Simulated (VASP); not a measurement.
**TaN (rocksalt type): single point with r2SCAN**

TaN (rocksalt type):

```
Ta N
1.0
     0.00000    2.19810    2.19810
     2.19810    0.00000    2.19810
     2.19810    2.19810    0.00000
Ta N
1 1
Direct
  0.00000 0.00000 0.00000
  0.50000 0.50000 0.50000
```

| Quantity | Value |
| --- | --- |
| Program | VASP 6.6.1 |
| Task | single point |
| Functional | r2SCAN |
| Potentials or basis | VASP PAW PBE potentials, release 64 (Ta_pv, N) |
| Cutoff | 520 eV |
| k mesh | 17 × 17 × 17 |
| Occupations | fermi-dirac, width 0.05 eV |
| Spin | no spin polarisation |
| Dipole correction | no |
| Further INCAR settings | ALGO = Normal; EDIFF = 1e-07; NBANDS = 15 |

```yaml
Pressure: 1.9 GPa
Band_gap_on_the_k_mesh: zero (bands 8 and 9 overlap by 4.04 eV)
```

Levels at points of the mesh, in eV from the Fermi level:
| k point | band 6 | band 7 | band 8 | band 9 | band 10 | band 11 |
| --- | --- | --- | --- | --- | --- | --- |
| (0.00, 0.00, 0.00) | -4.13 | -4.13 | -2.15 | -2.15 | -2.15 | 0.15 |

Run time: 58 s on 1 thread of Intel(R) Xeon(R) 6975P-C (Granite Rapids), with other jobs on the host, peak memory 0.18 GiB.

Caveat: the PAW data sets were made with another functional, which shifts forces and pressure a little; spin-orbit coupling is left out, which moves the levels of the heavy elements.
